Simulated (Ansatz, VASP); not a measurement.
LiF in VASP and in Ansatz

POSCAR

```
LiF
1.0
    2.4188792420      0.0000000000      0.0000000000
    0.0000000000      2.5162584438      0.0000000000
    0.0000000000      0.0000000000      2.5162584438
Li F
1 1
Direct
    0.0000000000      0.0000000000      0.0000000000
    0.5000000000      0.5000000000      0.5000000000
```

The input INCAR.step1:

```
PREC = Accurate
ENCUT = 520
ISMEAR = 0
SIGMA = 0.01
LREAL = F
LASPH = T
NELM = 100
NBANDS = 12
GGA = PE
ALGO = Normal
EDIFF = 1E-4
LWAVE = T
LCHARG = F
```

INCAR.step2

```
PREC = Accurate
ENCUT = 520
EDIFF = 1E-6
ISMEAR = 0
SIGMA = 0.01
LREAL = F
LASPH = T
NELM = 100
ALGO = Normal
ISIF = 2
LWAVE = F
LCHARG = F
METAGGA = R2SCAN
LMIXTAU = T
NBANDS = 12
ISTART = 1
```

The input KPOINTS:

```
Automatic mesh
0
Gamma
  10 10 10
```

Input for Ansatz:

```yaml
crystal:
  lattice:
    - [2.418879242, 0.0, 0.0]
    - [0.0, 2.5162584438, 0.0]
    - [0.0, 0.0, 2.5162584438]
  atoms:
    - { symbol: Li, position: [0.0, 0.0, 0.0] }
    - { symbol: F, position: [0.5, 0.5, 0.5] }
kpoints:
  mp_grid: { grid: [10, 10, 10] }
  band_path:
    path:
      - [0.0, 0.0, 0.0]
      - [0.0, 0.5, 0.0]
      - [0.5, 0.5, 0.0]
      - [0.5, 0.5, 0.5]
      - [0.0, 0.5, 0.5]
    npoints: 1
hamiltonian:
  xc: r2scan
scf:
  occupations: { method: fixed }
  n_extra_bands: 4
output:
  forces: true
  stress: true
  eigenvalues: true
```

Change from the starting cell: uniaxial_x strain -3.9%.

Alike in both runs: task single point; functional r2SCAN; k mesh 10 × 10 × 10; no spin polarisation.

```csv
,VASP,Ansatz
version,VASP 6.6.1,Ansatz 0.2.0
potentials or method,"VASP PAW PBE potentials, release 64 (Li_sv, F)","plane waves, PAW"
plane-wave cutoff (eV),520,500
occupations,"gaussian, width 0.01 eV",fixed
valence electrons in the cell,10,10
```

```csv
,VASP,Ansatz,Ansatz less VASP
gap on the k mesh at the Fermi level (eV),9.31,9.04,-0.266
```

VASP's potentials were made for PBE, not for r2SCAN.

Noted on VASP's run: the cutoff is short for stress, so the pressure is rough.
